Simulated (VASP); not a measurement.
# Al (Fm-3m) in VASP: notebook

Al is run at these levels: revPBE, BLYP+D3(BJ); tasks: single point.

All numbers are computed with VASP 6.6.1; they aren't measurements. Logs are shortened: lines on timing, memory, paths and dates and some standing lists are left out, and cuts for length are marked.

## Step 1: The cell of the first run

Symmetry: Fm-3m, No. 225, cubic system. Conventional cell: a = 3.995 Å, b = 3.995 Å, c = 3.995 Å, α = 90.00°, β = 90.00°, γ = 90.00°. Within 3.7 Å of Al (site symmetry m-3m) lie 12 Al at 2.82 Å.

## Step 2: Single point, revPBE

The input, INCAR:

```
SYSTEM = Al
PREC = Accurate
ENCUT = 520
EDIFF = 1E-6
ISMEAR = -1
SIGMA = 0.05
LREAL = .FALSE.
LASPH = .TRUE.
NELM = 60
ALGO = Normal
ISIF = 2
LWAVE = .FALSE.
LCHARG = .FALSE.
GGA = RE
NBANDS = 8
```

The input, KPOINTS:

```
Automatic mesh
0
G
  11 11 11
  0 0 0
```

The input, POSCAR:

```
Al
1.0
    0.0000000000      1.9974394157      1.9974394157
    1.9974394157      0.0000000000      1.9974394157
    1.9974394157      1.9974394157      0.0000000000
Al
1
Direct
    0.0000000000      0.0000000000      0.0000000000
```

Potentials or basis: VASP PAW PBE potentials, release 64 (Al).

On the command line:

```sh
> cat potpaw_PBE.64/Al/POTCAR > POTCAR
> mpirun -np 1 vasp_std > vasp.out
```

OUTCAR:

```text
SYSTEM = Al
   PREC = Accurate
   ENCUT = 520
   EDIFF = 1E-6
   ISMEAR = -1
   LREAL = .FALSE.
   LASPH = .TRUE.
   NELM = 60
   ISIF = 2
   GGA = RE

 ion  position               nearest neighbor table
   1  0.000  0.000  0.000-

  LATTYP: Found a face centered cubic cell.
 ALAT       =     3.9948788314

  Lattice vectors:

 A1 = (   0.0000000000,   1.9974394157,   1.9974394157)
 A2 = (   1.9974394157,   0.0000000000,   1.9974394157)
 A3 = (   1.9974394157,   1.9974394157,   0.0000000000)

Analysis of symmetry for initial positions (statically):
=====================================================================
 Subroutine PRICEL returns:
 Original cell was already a primitive cell.

 Routine SETGRP: Setting up the symmetry group for a
 face centered cubic supercell.

 Subroutine GETGRP returns: Found 48 space group operations
[... 9 lines left out ...]

 Routine SETGRP: Setting up the symmetry group for a
 face centered cubic supercell.

 Subroutine GETGRP returns: Found 48 space group operations
 (whereof 48 operations were pure point group operations)
 out of a pool of 48 trial point group operations.

The dynamic configuration has the point symmetry O_h .

 Subroutine INISYM returns: Found 48 space group operations
 (whereof 48 operations are pure point group operations),
 and found     1 'primitive' translations

----------------------------------------------------------------------------------------

                                     Primitive cell

  volume of cell :      15.9386

  direct lattice vectors                    reciprocal lattice vectors
     0.000000000  1.997439416  1.997439416    -0.250320483  0.250320483  0.250320483
     1.997439416  0.000000000  1.997439416     0.250320483 -0.250320483  0.250320483
     1.997439416  1.997439416  0.000000000     0.250320483  0.250320483 -0.250320483

  length of vectors
     2.824805912  2.824805912  2.824805912     0.433567795  0.433567795  0.433567795

  position of ions in fractional coordinates (direct lattice)
     0.000000000  0.000000000  0.000000000

  ion indices of the primitive-cell ions
   primitive index   ion index
                 1           1

----------------------------------------------------------------------------------------

 KPOINTS: Automatic mesh

Automatic generation of k-mesh.
 Grid dimensions read from file:
 generate k-points for:   11   11   11

 Generating k-lattice:

  Cartesian coordinates                     Fractional coordinates (reciprocal lattice)
    -0.022756408  0.022756408  0.022756408     0.090909091  0.000000000  0.000000000
     0.022756408 -0.022756408  0.022756408     0.000000000  0.090909091  0.000000000
     0.022756408  0.022756408 -0.022756408     0.000000000  0.000000000  0.090909091

  Length of vectors
     0.039415254  0.039415254  0.039415254

  Shift w.r.t. Gamma in fractional coordinates (k-lattice)
     0.000000000  0.000000000  0.000000000

 Subroutine IBZKPT returns following result:
 ===========================================

 Found     56 irreducible k-points:

 Following reciprocal coordinates:
            Coordinates               Weight
  0.000000  0.000000  0.000000      1.000000
  0.090909  0.000000  0.000000      8.000000
  0.181818  0.000000  0.000000      8.000000
  0.272727  0.000000  0.000000      8.000000
  0.363636  0.000000  0.000000      8.000000
  0.454545  0.000000  0.000000      8.000000
[... 16 lines left out ...]
 -0.272727  0.181818  0.000000     24.000000
 -0.181818  0.181818  0.000000     12.000000
 [... further k-points ...]
   k-points           NKPTS =     56   k-points in BZ     NKDIM =     56   number of bands    NBANDS=      8
   number of dos      NEDOS =    301   number of ions     NIONS =      1
   total plane-waves  NPLWV =  13824
   dimension x,y,z NGX =    24 NGY =   24 NGZ =   24
   dimension x,y,z NGXF=    48 NGYF=   48 NGZF=   48
   ions per type =               1
   NGX,Y,Z   is equivalent  to a cutoff of  14.12, 14.12, 14.12 a.u.
   NGXF,Y,Z  is equivalent  to a cutoff of  28.25, 28.25, 28.25 a.u.
 SYSTEM =  Al
   PREC   = accura    normal or accurate (medium, high low for compatibility)
   ISTART =      0    job   : 0-new  1-cont  2-samecut
   ICHARG =      2    charge: 1-file 2-atom 10-const
   ISPIN  =      1    spin polarized calculation?
   LNONCOLLINEAR =      F non collinear calculations
   LSORBIT =      F    spin-orbit coupling
   LASPH  =      T    aspherical Exc in radial PAW
   ENCUT  =  520.0 eV  38.22 Ry    6.18 a.u.   5.25  5.25  5.25*2*pi/ulx,y,z
   NELM   =     60;   NELMIN=  2; NELMDL= -5     # of ELM steps
   EDIFF  = 0.1E-05   stopping-criterion for ELM
   LREAL  =      F    real-space projection
   EDIFFG = 0.1E-04   stopping-criterion for IOM
   NSW    =      0    number of steps for IOM
   IBRION =     -1    ionic relax: 0-MD 1-quasi-New 2-CG
   NFREE  =      0    steps in history (QN), initial steepest desc. (CG)
   ISIF   =      2    stress and relaxation
   ISYM   =      2    0-nonsym 1-usesym 2-fastsym
   POTIM  = 0.5000    time-step for ionic-motion
   TEBEG  =    0.0;   TEEND  =   0.0 temperature during run
   PSTRESS=    0.0 pullay stress
   NELECT =       3.0000    total number of electrons
   NUPDOWN=      -1.0000    fix difference up-down
   EMIN   =  10.00;   EMAX   =-10.00  energy-range for DOS
   EFERMI =   0.00;   METHOD = LEGACY
   ISMEAR =    -1;   SIGMA  =   0.05  broadening in eV -4-tet -1-fermi 0-gaus
   EFERMI_NEDOS =   21; number of points for ismear=-14 and -15
   IALGO  =     38    algorithm
   IMIX   =      4    mixing-type and parameters
     AMIX     =   0.40;   BMIX     =  1.00
     AMIX_MAG =   1.60;   BMIX_MAG =  1.00
  volume/ion in A,a.u.               =      15.94       107.56
  Fermi-wavevector in a.u.,A,eV,Ry     =   0.938206  1.772953 11.976268  0.880231
  Thomas-Fermi vector in A             =   2.065395
   LORBIT       =      0    0 simple, 1 ext, 2 COOP (PROOUT), +10 PAW based schemes
   GGA     = RE    functional components
   LHFCALC =     F    Hartree Fock is set to
   AEXX    =    0.0000 exact exchange contribution
   IVDW    =     0    specifies the selected vdW correction
   LEPSILON=     F    determine dielectric tensor
   LRPA    =     F    only Hartree local field effects (RPA)
 non-spin polarized calculation
  energy-cutoff  :      520.00
  volume of cell :       15.94
 maximum number of plane-waves:       444
 NGX is ok and might be reduce to    24
   NGX = 11   NGY = 11   NGZ = 11

 number of electron       3.0000000 magnetization

 Free energy of the ion-electron system (eV)
  ---------------------------------------------------
  ext. energy  EPLUGINS =         0.00000000
  ---------------------------------------------------
  free energy    TOTEN  =        -3.55435064 eV

  energy without entropy =       -3.55040454  energy(sigma->0) =       -3.55237759

 E-fermi :   8.4423     XC(G=0): -10.2806

 val. band max:        8.4081377111   @ k =  -0.4545   0.3636   0.0000
 cond. band min:       8.4737281898   @ k =   0.4545   0.1818   0.0909
 fundamental gap:      0.0655904787
 Fermi energy:         8.4423311455

 k-point     1 :       0.0000    0.0000    0.0000
  band No.  band energies     occupation
      1      -2.9371      2.00000
      2      21.2336      0.00000
      3      21.2336      0.00000
      4      21.2336      0.00000
      5      23.0978      0.00000
      6      23.0978      0.00000
      7      23.0978      0.00000
      8      25.0995      0.00000

 k-point     2 :       0.0909    0.0000    0.0000
  band No.  band energies     occupation
      1      -2.7073      2.00000
      2      18.3301      0.00000
      3      20.6630      0.00000
      4      20.6630      0.00000
      5      23.6250      0.00000
      6      24.0273      0.00000
      7      24.0273      0.00000
      8      27.0900      0.00000

 k-point     3 :       0.1818    0.0000    0.0000
  band No.  band energies     occupation
      1      -2.0201      2.00000
      2      14.6072      0.00000
      3      19.9543      0.00000
      4      19.9543      0.00000
      5      23.3348      0.00000
      6      24.8071      0.00000
      7      24.8071      0.00000
      8      26.2071      0.00000

 k-point     4 :       0.2727    0.0000    0.0000
  band No.  band energies     occupation
      1      -0.8824      2.00000
      2      11.1048      0.00000
      3      19.5503      0.00000
      4      19.5503      0.00000
      5      23.0926      0.00000
      6      23.1486      0.00000
      7      23.1486      0.00000
      8      27.2163      0.00000

 k-point     5 :       0.3636    0.0000    0.0000
  band No.  band energies     occupation
      1       0.6945      2.00000
      2       7.9308      1.99993
      3      19.5079      0.00000
      4      19.5079      0.00000
      5      21.6850      0.00000
      6      21.6850      0.00000
      7      23.1452      0.00000
      8      25.7067      0.00000

 k-point     6 :       0.4545    0.0000    0.0000
  band No.  band energies     occupation
      1       2.6917      2.00000
      2       5.1311      2.00000
      3      19.8317      0.00000
      4      19.8317      0.00000
      5      20.5965      0.00000
      6      20.5965      0.00000
      7      23.5485      0.00000
      8      24.5303      0.00000

 k-point     7 :       0.0909    0.0909    0.0000
  band No.  band energies     occupation
      1      -2.6308      2.00000
      2      19.4089      0.00000
      3      19.4089      0.00000
      4      19.5625      0.00000
      5      22.4059      0.00000
      6      25.1501      0.00000
      7      25.3753      0.00000
      8      25.3753      0.00000

 k-point     8 :       0.1818    0.0909    0.0000
  band No.  band energies     occupation
      1      -2.0963      2.00000
      2      15.9517      0.00000
      3      18.4772      0.00000
      4      19.7782      0.00000
      5      22.7637      0.00000
      6      23.0344      0.00000
      7      25.6887      0.00000
      8      26.8212      0.00000

 k-point     9 :       0.2727    0.0909    0.0000
  band No.  band energies     occupation
      1      -1.1092      2.00000
      2      12.4030      0.00000
      3      17.9160      0.00000
      4      19.4490      0.00000
      5      20.8724      0.00000
      6      24.8035      0.00000
      7      25.5569      0.00000
      8      25.7150      0.00000

 k-point    10 :       0.3636    0.0909    0.0000
  band No.  band energies     occupation
      1       0.3206      2.00000
      2       9.1306      0.00000
      3      17.7359      0.00000
      4      19.0132      0.00000
      5      19.5385      0.00000
      6      24.2114      0.00000
      7      25.3803      0.00000
      8      26.9815      0.00000
[... 78 lines left out ...]
 k-point    18 :       0.2727    0.1818    0.0000
  band No.  band energies     occupation
      1      -0.8825      2.00000
      2      14.0158      0.00000
      3      16.6791      0.00000
      4      17.8337      0.00000
      5      18.3291      0.00000
      6      21.4623      0.00000
      7      28.4549      0.00000
      8      29.2402      0.00000

 k-point    19 :       0.3636    0.1818    0.0000
  band No.  band energies     occupation
      1       0.3950      2.00000
      2      10.7130      0.00000
      3      16.2879      0.00000
      4      16.3628      0.00000
      5      18.0480      0.00000
      6      23.5799      0.00000
      7      27.0606      0.00000
      8      29.2720      0.00000

 k-point    20 :       0.4545    0.1818    0.0000
  band No.  band energies     occupation
      1       2.1031      2.00000
      2       7.7015      2.00000
      3      14.8717      0.00000
      4      16.4354      0.00000
      5      18.1994      0.00000
      6      25.7987      0.00000
      7      26.1817      0.00000
      8      29.1004      0.00000

 k-point    21 :      -0.4545    0.1818    0.0000
  band No.  band energies     occupation
      1       4.1948      2.00000
      2       5.0809      2.00000
      3      13.8509      0.00000
      4      16.8981      0.00000
      5      18.7368      0.00000
      6      24.8514      0.00000
      7      27.4757      0.00000
      8      29.7940      0.00000

 k-point    22 :      -0.3636    0.1818    0.0000
  band No.  band energies     occupation
      1       2.7663      2.00000
      2       6.7612      2.00000
      3      13.2528      0.00000
      4      17.7527      0.00000
      5      19.6794      0.00000
      6      24.2576      0.00000
      7      26.9954      0.00000
      8      29.9574      0.00000

 k-point    23 :      -0.2727    0.1818    0.0000
  band No.  band energies     occupation
      1       0.9180      2.00000
      2       9.6008      0.00000
      3      13.1261      0.00000
      4      18.9988      0.00000
      5      21.0087      0.00000
      6      23.9960      0.00000
      7      26.5355      0.00000
      8      27.0627      0.00000

 k-point    24 :      -0.1818    0.1818    0.0000
  band No.  band energies     occupation
      1      -0.5054      2.00000
      2      12.3070      0.00000
      3      13.9032      0.00000
      4      20.6278      0.00000
      5      22.6676      0.00000
      6      23.6110      0.00000
      7      24.9923      0.00000
      8      25.9018      0.00000

 [... further k-points ...]
[... 5 lines left out ...]
  --------------------------------------------------------------------------------------
  -------------------------------------------------------------------------------------
  Total        0.4079863      0.4079863      0.4079863     -0.0000000      0.0000000      0.0000000
  in kB       41.0114732     41.0114732     41.0114732     -0.0000000      0.0000000      0.0000000
  external PRESSURE =      41.0114732 kB  Pullay stress =       0.0000000 kB

 VOLUME and BASIS-vectors are now :
 -----------------------------------------------------------------------------
  energy-cutoff  :      520.00
  volume of cell :       15.94
      direct lattice vectors                 reciprocal lattice vectors
     0.000000000  1.997439416  1.997439416    -0.250320483  0.250320483  0.250320483
     1.997439416  0.000000000  1.997439416     0.250320483 -0.250320483  0.250320483
     1.997439416  1.997439416  0.000000000     0.250320483  0.250320483 -0.250320483

 POSITION                                       TOTAL-FORCE (eV/Angst)
 -----------------------------------------------------------------------------------
      0.00000      0.00000      0.00000        -0.000000      0.000000     -0.000000
 -----------------------------------------------------------------------------------
    total drift:                                0.000000     -0.000000     -0.000000

  FREE ENERGIE OF THE ION-ELECTRON SYSTEM (eV)
  ---------------------------------------------------
  free  energy   TOTEN  =        -3.5543506360 eV

  energy  without entropy=       -3.5504045393  energy(sigma->0) =       -3.55237759
```

It took 9.3 s on 1 thread of Intel Xeon 8259CL, shared host; peak memory 0.13 GiB.

Results:

```yaml
Free_energy: -3.5544 eV
Pressure: 4.1 GPa
```

Caveat: the PAW data sets were made with another functional, which shifts forces and pressure a little.

## Step 3: Single point, revPBE

This run uses another cell than the first one, of 16.27 Å³/atom, 1.021 times its volume.

The input, INCAR:

```
SYSTEM = Al
PREC     = Accurate       ! precision mode
ENCUT    = 520            ! plane-wave cutoff, eV
EDIFF    = 1E-6           ! SCF threshold, eV
ISMEAR   = -1             ! smearing method
SIGMA    = 0.05           ! smearing width, eV
LREAL    = .FALSE.        ! projectors in reciprocal space
LASPH    = .TRUE.         ! aspherical terms in the spheres
NELM     = 60             ! most SCF steps
ALGO     = Normal         ! electronic algorithm
ISIF     = 2              ! what is computed and relaxed
LWAVE    = .FALSE.        ! write WAVECAR
LCHARG   = .FALSE.        ! write CHGCAR
GGA      = RE             ! functional
NBANDS   = 8              ! bands
```

The input, KPOINTS:

```
regular mesh
0
G
  11 11 11
  0 0 0
```

The input, POSCAR:

```
Al
1.0
    0.0000000000      2.0112152952      2.0112152952
    2.0112152952      0.0000000000      2.0112152952
    2.0112152952      2.0112152952      0.0000000000
Al
1
Direct
    0.0000000000      0.0000000000      0.0000000000
```

Potentials or basis: VASP PAW PBE potentials, release 64 (Al).

On the command line:

```sh
> cat potpaw_PBE.64/Al/POTCAR > POTCAR
> mpirun -np 1 vasp_std > vasp.out
```

Wall time 7.9 s (1 thread of Intel Xeon 8259CL, shared host); peak memory 0.13 GiB.

Results (log left out):

```
Free energy : -3.5609 eV
Pressure    : 2.2 GPa
```

Levels at points of the mesh, in eV from the Fermi level:
```
           k point  band 1  band 2  band 3  band 4  band 5
(0.00, 0.00, 0.00)  -11.24   12.67   12.67   12.67   14.37
```

Caveat: the PAW data sets were made with another functional, which shifts forces and pressure a little.

[end of part 1 of 2]
